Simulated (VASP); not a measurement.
# TiVC4N4 (P-43m) in VASP: further runs

TiVC4N4 is run at these levels: PBE; tasks: single point.

Everything below comes from runs of VASP 6.6.1. Logs are shortened: lines on timing, memory, paths and dates and some standing lists are left out, and cuts for length are marked.

**1. The cell of the first run**

The structure is cubic, space group P-43m (No. 215). The conventional cell has a = 5.907 Å, b = 5.907 Å, c = 5.907 Å, α = 90.00°, β = 90.00°, γ = 90.00°. Within 2.6 Å of Ti (site symmetry -43m) lie 4 C at 1.94 Å. Within 2.7 Å of V (site symmetry -43m) lie 4 N at 2.01 Å. Within 1.6 Å of C (site symmetry 3m) lie 1 N at 1.17 Å. Within 1.6 Å of N (site symmetry 3m) lie 1 C at 1.17 Å.

**2. Single point, PBE, collinear spin, ferromagnetic start**

INCAR reads:

```
PREC = Accurate
ENCUT = 520
EDIFF = 1E-6
ISMEAR = 0
SIGMA = 0.1
LREAL = F
LASPH = T
NELM = 150
ALGO = Normal
ISIF = 2
LWAVE = F
LCHARG = F
ISPIN = 2
MAGMOM = 1 2 0 0 0 0 0 0 0 0
LORBIT = 11
LMAXMIX = 4
GGA = PE
NBANDS = 46
```

KPOINTS reads:

```
Automatic mesh
0
Gamma
  4 4 4
```

POSCAR reads:

```
TiVC4N4
1.0
    5.9068706000      0.0000000000      0.0000000000
    0.0000000000      5.9068706000      0.0000000000
    0.0000000000      0.0000000000      5.9068706000
Ti V C N
1 1 4 4
Direct
    0.0000000000      0.0000000000      0.0000000000
    0.5000000000      0.5000000000      0.5000000000
    0.1894243000      0.1894243000      0.1894243000
    0.1894243000      0.8105757000      0.8105757000
    0.8105757000      0.1894243000      0.8105757000
    0.8105757000      0.8105757000      0.1894243000
    0.3037826200      0.3037826200      0.3037826200
    0.3037826200      0.6962173800      0.6962173800
    0.6962173800      0.3037826200      0.6962173800
    0.6962173800      0.6962173800      0.3037826200
```

Potentials or basis: VASP PAW PBE potentials, release 64 (Ti_sv, V_sv, C, N).

Run with:

```bash
$ cat potpaw_PBE.64/Ti_sv/POTCAR potpaw_PBE.64/V_sv/POTCAR potpaw_PBE.64/C/POTCAR potpaw_PBE.64/N/POTCAR > POTCAR
$ mpirun -np 1 vasp_std > vasp.out
```

OUTCAR:

```text
PREC = Accurate
   ENCUT = 520
   EDIFF = 1E-6
   ISMEAR = 0
   LREAL = F
   LASPH = T
   NELM = 150
   ISIF = 2
   ISPIN = 2
   LORBIT = 11
   GGA = PE

 ion  position               nearest neighbor table
   1  0.000  0.000  0.000-   3 1.94   4 1.94   5 1.94   6 1.94
   2  0.500  0.500  0.500-   7 2.01   8 2.01   9 2.01  10 2.01
   3  0.189  0.189  0.189-   7 1.17   1 1.94
   4  0.189  0.811  0.811-   8 1.17   1 1.94
   5  0.811  0.189  0.811-   9 1.17   1 1.94
   6  0.811  0.811  0.189-  10 1.17   1 1.94
   7  0.304  0.304  0.304-   3 1.17   2 2.01
   8  0.304  0.696  0.696-   4 1.17   2 2.01
   9  0.696  0.304  0.696-   5 1.17   2 2.01
  10  0.696  0.696  0.304-   6 1.17   2 2.01

  LATTYP: Found a simple cubic cell.
 ALAT       =     5.9068706000

  Lattice vectors:

 A1 = (   5.9068706000,   0.0000000000,   0.0000000000)
 A2 = (   0.0000000000,   5.9068706000,   0.0000000000)
 A3 = (   0.0000000000,   0.0000000000,   5.9068706000)

Analysis of symmetry for initial positions (statically):
=====================================================================
 Subroutine PRICEL returns:
 Original cell was already a primitive cell.

 Routine SETGRP: Setting up the symmetry group for a
 simple cubic supercell.

 Subroutine GETGRP returns: Found 24 space group operations
 (whereof 24 operations were pure point group operations)
 out of a pool of 48 trial point group operations.

The static configuration has the point symmetry T_d .

Analysis of symmetry for dynamics (positions and initial velocities):
=====================================================================
 Subroutine PRICEL returns:
 Original cell was already a primitive cell.

 Routine SETGRP: Setting up the symmetry group for a
 simple cubic supercell.

 Subroutine GETGRP returns: Found 24 space group operations
 (whereof 24 operations were pure point group operations)
 out of a pool of 48 trial point group operations.

The dynamic configuration has the point symmetry T_d .

Analysis of structural, dynamic, and magnetic symmetry:
=====================================================================
 Subroutine PRICEL returns:
 Original cell was already a primitive cell.

 Routine SETGRP: Setting up the symmetry group for a
 simple cubic supercell.

 Subroutine GETGRP returns: Found 24 space group operations
 (whereof 24 operations were pure point group operations)
 out of a pool of 48 trial point group operations.

The overall configuration has the point symmetry T_d .

 Subroutine INISYM returns: Found 24 space group operations
 (whereof 24 operations are pure point group operations),
 and found     1 'primitive' translations

----------------------------------------------------------------------------------------

                                     Primitive cell

  volume of cell :     206.0973

  direct lattice vectors                    reciprocal lattice vectors
     5.906870600  0.000000000  0.000000000     0.169294381  0.000000000  0.000000000
     0.000000000  5.906870600  0.000000000     0.000000000  0.169294381  0.000000000
     0.000000000  0.000000000  5.906870600     0.000000000  0.000000000  0.169294381

  length of vectors
     5.906870600  5.906870600  5.906870600     0.169294381  0.169294381  0.169294381

  position of ions in fractional coordinates (direct lattice)
     0.000000000  0.000000000  0.000000000
     0.500000000  0.500000000  0.500000000
     0.189424300  0.189424300  0.189424300
     0.189424300  0.810575700  0.810575700
     0.810575700  0.189424300  0.810575700
     0.810575700  0.810575700  0.189424300
     0.303782620  0.303782620  0.303782620
     0.303782620  0.696217380  0.696217380
     0.696217380  0.303782620  0.696217380
     0.696217380  0.696217380  0.303782620

  ion indices of the primitive-cell ions
   primitive index   ion index
                 1           1
                 2           2
                 3           3
                 4           4
                 5           5
                 6           6
                 7           7
                 8           8
                 9           9
                10          10

----------------------------------------------------------------------------------------

 KPOINTS: Automatic mesh

Automatic generation of k-mesh.
 Grid dimensions read from file:
 generate k-points for:    4    4    4

 Generating k-lattice:

  Cartesian coordinates                     Fractional coordinates (reciprocal lattice)
     0.042323595  0.000000000  0.000000000     0.250000000  0.000000000  0.000000000
     0.000000000  0.042323595  0.000000000     0.000000000  0.250000000  0.000000000
     0.000000000  0.000000000  0.042323595     0.000000000  0.000000000  0.250000000

  Length of vectors
     0.042323595  0.042323595  0.042323595

  Shift w.r.t. Gamma in fractional coordinates (k-lattice)
     0.000000000  0.000000000  0.000000000

 Subroutine IBZKPT returns following result:
 ===========================================

 Found     10 irreducible k-points:

 Following reciprocal coordinates:
            Coordinates               Weight
  0.000000  0.000000  0.000000      1.000000
  0.250000  0.000000  0.000000      6.000000
  0.500000  0.000000  0.000000      3.000000
  0.250000  0.250000  0.000000     12.000000
  0.500000  0.250000  0.000000     12.000000
  0.500000  0.500000  0.000000      3.000000
  0.250000  0.250000  0.250000      8.000000
  0.500000  0.250000  0.250000     12.000000
  0.500000  0.500000  0.250000      6.000000
  0.500000  0.500000  0.500000      1.000000
   k-points           NKPTS =     10   k-points in BZ     NKDIM =     10   number of bands    NBANDS=     46
   number of dos      NEDOS =    301   number of ions     NIONS =     10
   total plane-waves  NPLWV = 110592
   dimension x,y,z NGX =    48 NGY =   48 NGZ =   48
   dimension x,y,z NGXF=    96 NGYF=   96 NGZF=   96
   ions per type =               1   1   4   4
   NGX,Y,Z   is equivalent  to a cutoff of  13.51, 13.51, 13.51 a.u.
   NGXF,Y,Z  is equivalent  to a cutoff of  27.02, 27.02, 27.02 a.u.
 SYSTEM =  unknown system
   PREC   = accura    normal or accurate (medium, high low for compatibility)
   ISTART =      0    job   : 0-new  1-cont  2-samecut
   ICHARG =      2    charge: 1-file 2-atom 10-const
   ISPIN  =      2    spin polarized calculation?
   LNONCOLLINEAR =      F non collinear calculations
   LSORBIT =      F    spin-orbit coupling
   LASPH  =      T    aspherical Exc in radial PAW
   ENCUT  =  520.0 eV  38.22 Ry    6.18 a.u.  10.98 10.98 10.98*2*pi/ulx,y,z
   NELM   =    150;   NELMIN=  2; NELMDL= -5     # of ELM steps
   EDIFF  = 0.1E-05   stopping-criterion for ELM
   LREAL  =      F    real-space projection
   EDIFFG = 0.1E-04   stopping-criterion for IOM
   NSW    =      0    number of steps for IOM
   IBRION =     -1    ionic relax: 0-MD 1-quasi-New 2-CG
   NFREE  =      0    steps in history (QN), initial steepest desc. (CG)
   ISIF   =      2    stress and relaxation
   ISYM   =      2    0-nonsym 1-usesym 2-fastsym
   POTIM  = 0.5000    time-step for ionic-motion
   TEBEG  =    0.0;   TEEND  =   0.0 temperature during run
   PSTRESS=    0.0 pullay stress
   NELECT =      61.0000    total number of electrons
   NUPDOWN=      -1.0000    fix difference up-down
   EMIN   =  10.00;   EMAX   =-10.00  energy-range for DOS
   EFERMI =   0.00;   METHOD = LEGACY
   ISMEAR =     0;   SIGMA  =   0.10  broadening in eV -4-tet -1-fermi 0-gaus
   EFERMI_NEDOS =   21; number of points for ismear=-14 and -15
   IALGO  =     38    algorithm
   IMIX   =      4    mixing-type and parameters
     AMIX     =   0.40;   BMIX     =  1.00
     AMIX_MAG =   1.60;   BMIX_MAG =  1.00
  volume/ion in A,a.u.               =      20.61       139.08
  Fermi-wavevector in a.u.,A,eV,Ry     =   1.091006  2.061703 16.194948  1.190295
  Thomas-Fermi vector in A             =   2.227243
   LORBIT       =     11    0 simple, 1 ext, 2 COOP (PROOUT), +10 PAW based schemes
   GGA     = PE    functional components
   LHFCALC =     F    Hartree Fock is set to
   AEXX    =    0.0000 exact exchange contribution
   IVDW    =     0    specifies the selected vdW correction
   LEPSILON=     F    determine dielectric tensor
   LRPA    =     F    only Hartree local field effects (RPA)
 spin polarized calculation
 Gauss-broadening in eV      SIGMA  =   0.10
  energy-cutoff  :      520.00
  volume of cell :      206.10
 maximum number of plane-waves:      5580
 NGX is ok and might be reduce to    48
   NGX = 21   NGY = 21   NGZ = 21

 number of electron      61.0000009 magnetization       0.0073921

 Free energy of the ion-electron system (eV)
  ---------------------------------------------------
  ext. energy  EPLUGINS =         0.00000000
  ---------------------------------------------------
  free energy    TOTEN  =       -83.80168086 eV

  energy without entropy =      -83.76625835  energy(sigma->0) =      -83.78396961

 E-fermi :   0.6067     XC(G=0):  -7.2249

 val. band max:        0.5985317733   @ k =   0.5000   0.5000   0.0000
 cond. band min:       0.6213195798   @ k =   0.5000   0.0000   0.0000
 fundamental gap:      0.0227878065
 Fermi energy:         0.6067144908

 spin component 1

 k-point     1 :       0.0000    0.0000    0.0000
  band No.  band energies     occupation
      1     -64.3531      1.00000
      2     -56.1071      1.00000
      3     -38.2042      1.00000
      4     -38.2042      1.00000
      5     -38.2042      1.00000
      6     -32.4644      1.00000
[... 34 lines left out ...]
     41       4.8884      0.00000
     42       4.8884      0.00000
[... 363 lines left out ...]
      1     -64.3531      1.00000
      2     -56.1071      1.00000
      3     -38.2042      1.00000
      4     -38.2042      1.00000
      5     -38.2042      1.00000
      6     -32.4645      1.00000
[... 34 lines left out ...]
     41       4.7811      0.00000
     42       6.0913      0.00000
 Fermi energy:         0.6067144908

 spin component 2

 k-point     1 :       0.0000    0.0000    0.0000
  band No.  band energies     occupation
      1     -64.3517      1.00000
      2     -56.1046      1.00000
      3     -38.2028      1.00000
      4     -38.2028      1.00000
      5     -38.2028      1.00000
      6     -32.4620      1.00000
[... 34 lines left out ...]
     41       4.8890      0.00000
     42       4.8890      0.00000
[... 363 lines left out ...]
      1     -64.3517      1.00000
      2     -56.1046      1.00000
      3     -38.2028      1.00000
      4     -38.2028      1.00000
      5     -38.2028      1.00000
      6     -32.4620      1.00000
[... 34 lines left out ...]
     41       4.7816      0.00000
     42       6.0922      0.00000
 [bands above 42 left out]

------------------------ aborting loop because EDIFF is reached ----------------------------------------

  FORCE on cell =-STRESS in cart. coord.  units (eV):
  Direction    XX          YY          ZZ          XY          YZ          ZX
  --------------------------------------------------------------------------------------
  -------------------------------------------------------------------------------------
  Total        5.4610442      5.4610442      5.4610442     -0.0000000     -0.0000000     -0.0000000
  in kB       42.4535392     42.4535392     42.4535392     -0.0000000     -0.0000000     -0.0000000
  external PRESSURE =      42.4535392 kB  Pullay stress =       0.0000000 kB

 VOLUME and BASIS-vectors are now :
 -----------------------------------------------------------------------------
  energy-cutoff  :      520.00
  volume of cell :      206.10
      direct lattice vectors                 reciprocal lattice vectors
     5.906870600  0.000000000  0.000000000     0.169294381  0.000000000  0.000000000
     0.000000000  5.906870600  0.000000000     0.000000000  0.169294381  0.000000000
     0.000000000  0.000000000  5.906870600     0.000000000  0.000000000  0.169294381

 POSITION                                       TOTAL-FORCE (eV/Angst)
 -----------------------------------------------------------------------------------
      0.00000      0.00000      0.00000        -0.000000     -0.000000      0.000000
      2.95344      2.95344      2.95344        -0.000000      0.000000     -0.000000
      1.11890      1.11890      1.11890        -0.153747     -0.153747     -0.153747
      1.11890      4.78797      4.78797        -0.153747      0.153747      0.153747
      4.78797      1.11890      4.78797         0.153747     -0.153747      0.153747
      4.78797      4.78797      1.11890         0.153747      0.153747     -0.153747
      1.79440      1.79440      1.79440         2.333084      2.333084      2.333084
      1.79440      4.11247      4.11247         2.333084     -2.333084     -2.333084
      4.11247      1.79440      4.11247        -2.333084      2.333084     -2.333084
      4.11247      4.11247      1.79440        -2.333084     -2.333084      2.333084
 -----------------------------------------------------------------------------------
    total drift:                               -0.000000     -0.000000     -0.000000

  FREE ENERGIE OF THE ION-ELECTRON SYSTEM (eV)
  ---------------------------------------------------
  free  energy   TOTEN  =       -83.8016808637 eV

  energy  without entropy=      -83.7662583482  energy(sigma->0) =      -83.78396961

 total charge

# of ion       s       p       d       tot
------------------------------------------
    1        2.277   6.253   2.109  10.639
    2        2.218   6.180   2.986  11.384
    3        0.977   1.674   0.000   2.651
    4        0.977   1.674   0.000   2.651
    5        0.977   1.674   0.000   2.651
    6        0.977   1.674   0.000   2.651
    7        1.303   2.593   0.000   3.896
    8        1.303   2.593   0.000   3.896
    9        1.303   2.593   0.000   3.896
   10        1.303   2.593   0.000   3.896
--------------------------------------------------
tot         13.614  29.501   5.095  48.211

 magnetization (x)

# of ion       s       p       d       tot
------------------------------------------
    1        0.000   0.000   0.002   0.002
    2        0.000   0.000   0.001   0.001
    3       -0.000   0.000   0.000   0.000
    4       -0.000   0.000   0.000   0.000
    5       -0.000   0.000   0.000   0.000
    6       -0.000   0.000   0.000   0.000
    7       -0.000   0.000   0.000   0.000
    8       -0.000   0.000   0.000   0.000
    9       -0.000   0.000   0.000   0.000
   10       -0.000   0.000   0.000   0.000
--------------------------------------------------
tot         -0.000   0.001   0.003   0.004
```

Wall time 5.2 min (1 thread of Intel Xeon Platinum 8259CL at 2.50GHz (Skylake/Cascade Lake), shared host); peak memory 0.49 GiB.

Results:

* Free energy: -83.8017 eV
* Pressure: 4.2 GPa
* Largest force: 4.041 eV/Å
* Net moment: 0.01 μB per cell
* Valence electrons inside the program's atomic spheres: Ti 10.64; V 11.38; C 2.65; N 3.90

Forces in eV/Å, atoms in the order of the input:
```
Ti   0.000  0.000  0.000
V    0.000  0.000  0.000
C   -0.154 -0.154 -0.154
C   -0.154  0.154  0.154
C    0.154 -0.154  0.154
C    0.154  0.154 -0.154
N    2.333  2.333  2.333
N    2.333 -2.333 -2.333
N   -2.333  2.333 -2.333
N   -2.333 -2.333  2.333
```

Levels at points of the mesh, in eV from the Fermi level:
Spin up:
```
           k point  band 28  band 29  band 30  band 31  band 32  band 33
(0.00, 0.00, 0.00)    -4.66    -0.80    -0.80     0.12     0.12     0.12
(0.50, 0.00, 0.00)    -4.72    -0.49    -0.29     0.01     0.27     0.40
(0.50, 0.50, 0.00)    -4.74    -0.40    -0.30    -0.01     0.25     0.71
(0.50, 0.50, 0.50)    -4.53    -0.78    -0.78     0.51     0.51     0.51
```
Spin down:
```tsv
k point	band 28	band 29	band 30	band 31	band 32	band 33
(0.00, 0.00, 0.00)	-4.65	-0.80	-0.80	0.12	0.12	0.12
(0.50, 0.00, 0.00)	-4.72	-0.49	-0.29	0.02	0.27	0.40
(0.50, 0.50, 0.00)	-4.74	-0.40	-0.30	-0.01	0.26	0.71
(0.50, 0.50, 0.50)	-4.53	-0.78	-0.78	0.51	0.51	0.51
```

Caveat: the cell stands under pressure; forces of over 1 eV/Å act on the atoms, so gaps and moduli don't describe the material at rest. With open d or f shells a metallic result of PBE can be an artefact of self-interaction; +U or a hybrid may open a gap.

**3. Single point, PBE, collinear spin, ferromagnetic start**

This run uses another cell than the first one, of 21.11 Å³/atom.

INCAR reads:

```
SYSTEM = TiVC4N4
PREC     = Accurate       ! precision mode
ENCUT    = 520            ! plane-wave cutoff, eV
EDIFF    = 1E-6           ! SCF threshold, eV
ISMEAR   = 0              ! smearing method
SIGMA    = 0.1            ! smearing width, eV
LREAL    = .FALSE.        ! projectors in reciprocal space
LASPH    = .TRUE.         ! aspherical terms in the spheres
NELM     = 150            ! most SCF steps
ALGO     = Normal         ! electronic algorithm
ISIF     = 2              ! what is computed and relaxed
LWAVE    = .FALSE.        ! write WAVECAR
LCHARG   = .TRUE.         ! write CHGCAR
ISPIN    = 2              ! spin polarisation
MAGMOM   = 1 2 0 0 0 0 0 0 0 0 ! initial moments
LORBIT   = 11             ! projections on sites
LMAXMIX  = 4              ! l up to which the mixer works
GGA      = PE             ! functional
LELF     = .TRUE.         ! ELF
LVHAR    = .TRUE.       
NBANDS   = 46             ! bands
```

KPOINTS reads:

```
regular mesh
0
G
  4 4 4
  0 0 0
```

POSCAR reads:

```
TiVC4N4
1.0
    5.9539615046      0.0000000000      0.0000000000
    0.0000000000      5.9539615046      0.0000000000
    0.0000000000      0.0000000000      5.9539615046
Ti V C N
1 1 4 4
Direct
    0.0000000000      0.0000000000      0.0000000000
    0.5000000000      0.5000000000      0.5000000000
    0.2011597012      0.2011597012      0.2011597012
    0.2011597012      0.7988402988      0.7988402988
    0.7988402988      0.2011597012      0.7988402988
    0.7988402988      0.7988402988      0.2011597012
    0.3167757410      0.3167757410      0.3167757410
    0.3167757410      0.6832242590      0.6832242590
    0.6832242590      0.3167757410      0.6832242590
    0.6832242590      0.6832242590      0.3167757410
```

Potentials or basis: VASP PAW PBE potentials, release 64 (Ti_sv, V_sv, C, N).

Run with:

```bash
$ cat potpaw_PBE.64/Ti_sv/POTCAR potpaw_PBE.64/V_sv/POTCAR potpaw_PBE.64/C/POTCAR potpaw_PBE.64/N/POTCAR > POTCAR
$ mpirun -np 1 vasp_std > vasp.out
```

It took 6.1 min on 1 thread of Intel Xeon Platinum 8259CL at 2.50GHz (Skylake/Cascade Lake), shared host; peak memory 0.49 GiB.

Results (log left out):

| Quantity | Value |
| --- | --- |
| Free energy | -84.8775 eV |
| Pressure | -0.2 GPa |
| Largest force | 0.546 eV/Å |
| Net moment | 0.00 μB per cell |
| Valence electrons inside the program's atomic spheres | Ti 10.29; V 11.68; C 2.56; N 3.90 |

Forces in eV/Å, atoms in the order of the input:
```
Ti   0.000  0.000  0.000
V    0.000  0.000  0.000
C   -0.304 -0.304 -0.304
C   -0.304  0.304  0.304
C    0.304 -0.304  0.304
C    0.304  0.304 -0.304
N    0.315  0.315  0.315
N    0.315 -0.315 -0.315
N   -0.315  0.315 -0.315
N   -0.315 -0.315  0.315
```

Levels at points of the mesh, in eV from the Fermi level:
Spin up:
| k point | band 28 | band 29 | band 30 | band 31 | band 32 | band 33 |
| --- | --- | --- | --- | --- | --- | --- |
| (0.00, 0.00, 0.00) | -4.55 | -0.84 | -0.84 | 0.15 | 0.15 | 0.15 |
| (0.50, 0.00, 0.00) | -4.58 | -0.55 | -0.27 | 0.03 | 0.22 | 0.43 |
| (0.50, 0.50, 0.00) | -4.58 | -0.42 | -0.32 | 0.02 | 0.23 | 0.69 |
| (0.50, 0.50, 0.50) | -4.42 | -0.77 | -0.77 | 0.47 | 0.47 | 0.47 |
Spin down:
| k point | band 26 | band 27 | band 28 | band 29 | band 30 | band 31 | band 32 | band 33 | band 34 | band 35 |
| --- | --- | --- | --- | --- | --- | --- | --- | --- | --- | --- |
| (0.00, 0.00, 0.00) | -4.55 | -4.55 | -4.55 | -0.84 | -0.84 | 0.15 | 0.15 | 0.15 | 1.21 | 1.21 |
| (0.50, 0.00, 0.00) | -4.80 | -4.58 | -4.58 | -0.55 | -0.27 | 0.03 | 0.22 | 0.43 | 0.43 | 1.65 |
| (0.50, 0.50, 0.00) | -4.62 | -4.62 | -4.58 | -0.42 | -0.32 | 0.03 | 0.23 | 0.69 | 0.69 | 1.50 |
| (0.50, 0.50, 0.50) | -4.42 | -4.42 | -4.42 | -0.77 | -0.77 | 0.47 | 0.47 | 0.47 | 1.21 | 1.21 |
